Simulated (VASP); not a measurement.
A run of VASP 6.6.1:

Contents of POSCAR:

```
P
1.0
    1.7257251780      0.9963478961      3.1296800121
   -1.7257251780      0.9963478961      3.1296800121
    0.0000000000     -1.9926957921      3.1296800121
P
2
Direct
    0.7729197500      0.7729197500      0.7729197500
    0.2270802500      0.2270802500      0.2270802500
```

INCAR.step1

```
SYSTEM = P
PREC = Accurate
ENCUT = 520
EDIFF = 1E-5
ISMEAR = -1
SIGMA = 0.05
LREAL = .FALSE.
LASPH = .TRUE.
NELM = 80
ALGO = Normal
ISIF = 2
LWAVE = .TRUE.
LCHARG = .FALSE.
GGA = PE
NBANDS = 12
```

The input INCAR.step2:

```
SYSTEM = P
PREC = Accurate
ENCUT = 520
EDIFF = 1E-7
ISMEAR = -1
SIGMA = 0.05
LREAL = .FALSE.
LASPH = .TRUE.
NELM = 80
ALGO = Normal
ISIF = 2
LWAVE = .FALSE.
LCHARG = .FALSE.
GGA = PE
LHFCALC = .TRUE.
AEXX = 0.3
HFSCREEN = 0.2
PRECFOCK = Normal
ISTART = 1
NBANDS = 12
```

File KPOINTS:

```
Automatic mesh
0
G
  5 5 5
  0 0 0
```

Potentials or basis: VASP PAW PBE potentials, release 64 (P).

The run is started by

```bash
$ cat potpaw_PBE.64/P/POTCAR > POTCAR
$ cp INCAR.step1 INCAR
$ mpirun -np 1 vasp_std > vasp.out
$ cp INCAR.step2 INCAR
$ mpirun -np 1 vasp_std > vasp.out
```

Hardware: 1 thread of AMD EPYC 7R13 Processor (Zen 3) (shared host).

**Question.** Estimate the wall time of this run.

**Answer.** It took 13 min on 1 thread of AMD EPYC 7R13 Processor (Zen 3), on a shared host, peak memory 0.22 GiB. Counts: k points 19.
